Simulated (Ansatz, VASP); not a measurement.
**One calculation of Sr3Zn2H, two programs**

Contents of INCAR:

```
PREC = Accurate
ENCUT = 600
EDIFF = 1E-7
ISMEAR = 0
SIGMA = 0.1
LREAL = False
LASPH = True
NELM = 100
ALGO = Normal
ISIF = 3
LWAVE = False
LCHARG = False
GGA = PE
IBRION = 2
NSW = 90
EDIFFG = -0.04
```

The input KPOINTS:

```
regular mesh
0
Gamma
  6 6 4
```

File POSCAR:

```
Sr3Zn2H
1.0
    5.0346583500      0.0000000000      0.0000000000
   -2.5173291700      4.3601420300      0.0000000000
    0.0000000000      0.0000000000      5.5702993700
Sr Zn H
3 2 1
Direct
    0.3333333300      0.6666666700      0.5000000000
    0.6666666700      0.3333333300      0.5000000000
    0.0000000000      0.0000000000      0.0000000000
    0.3333333300      0.6666666700      0.0000000000
    0.6666666700      0.3333333300      0.0000000000
    0.0000000000      0.0000000000      0.5000000000
```

Input for Ansatz:

```yaml
crystal:
  lattice:
    - [5.03465835, 0.0, 0.0]
    - [-2.51732917, 4.36014203, 0.0]
    - [0.0, 0.0, 5.57029937]
  atoms:
    - { symbol: Sr, position: [0.33333333, 0.66666667, 0.5] }
    - { symbol: Sr, position: [0.66666667, 0.33333333, 0.5] }
    - { symbol: Sr, position: [0.0, 0.0, 0.0] }
    - { symbol: Zn, position: [0.33333333, 0.66666667, 0.0] }
    - { symbol: Zn, position: [0.66666667, 0.33333333, 0.0] }
    - { symbol: H, position: [0.0, 0.0, 0.5] }
basis:
  ecutwfc: 420
kpoints:
  mp_grid: { grid: [6, 6, 4] }
hamiltonian:
  xc: pbe
scf:
  occupations: { method: gaussian, width: 0.1 }
  lower_state_search: "off"
output:
  forces: true
  stress: true
  eigenvalues: true
relax:
  adjacent_minimum: "off"
  f_tol: 0.04
  max_steps: 70
  cell: { stress_tol: 0.4 }
```

Alike in both runs: task relaxation of cell and atoms; functional PBE; k mesh 6 × 6 × 4; occupations gaussian, width 0.1 eV; no spin polarisation.

|  | VASP | Ansatz |
| --- | --- | --- |
| version | VASP 6.6.1 | Ansatz 0.2.0 |
| potentials or method | VASP PAW PBE potentials, release 64 (Sr_sv, Zn, H), cutoff 600 eV | scalar-relativistic, plane waves, PAW |
| valence electrons in the cell | 55 | 55 |

Ansatz gave:

```
gap on the k mesh at the Fermi level, each at its own relaxed structure (eV) : none
relaxed volume (Å³/atom)                                                     : 29.09
relaxed cell length with the largest relative difference (Å)                 : 6.186
```

Q: What did VASP give for the same quantities?

A: gap on the k mesh at the Fermi level, each at its own relaxed structure (eV): none; relaxed volume (Å³/atom): 29.05; relaxed cell length with the largest relative difference (Å): 6.177.

A gap of «none» marks a metal or a gap that the smearing closes.

Noted on VASP's run: the volume moved by over 15 % at a fixed basis, so the end points are rough.
